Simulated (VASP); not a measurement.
A run of VASP 6.6.1 is set up as follows.

The input INCAR:

```
SYSTEM = Rh
PREC = Accurate
ENCUT = 520
EDIFF = 1E-6
ISMEAR = -1
SIGMA = 0.1
LREAL = .FALSE.
LASPH = .TRUE.
NELM = 100
ALGO = Normal
ISIF = 2
LWAVE = .FALSE.
LCHARG = .FALSE.
GGA = PS
NBANDS = 22
```

KPOINTS

```
regular mesh
0
G
  11 11 11
  0 0 0
```

POSCAR

```
Rh
1.0
    0.0000000000      2.8228480901      2.8228480901
    2.8228480901      0.0000000000      2.8228480901
    2.8228480901      2.8228480901      0.0000000000
Rh
2
Direct
    0.1250000000      0.1250000000      0.1250000000
    0.8750000000      0.8750000000      0.8750000000
```

Potentials or basis: VASP PAW PBE potentials, release 64 (Rh_pv).

Command:

```console
$ cat potpaw_PBE.64/Rh_pv/POTCAR > POTCAR
$ mpirun -np 1 vasp_std > vasp.out
```

What does it give for the pressure?

-12.6 GPa.

Predict the band gap on the k mesh.

zero (bands 15 and 16 overlap by 0.99 eV).

Caveat: the cell stands under tension; the PAW data sets were made with another functional, which shifts forces and pressure a little.
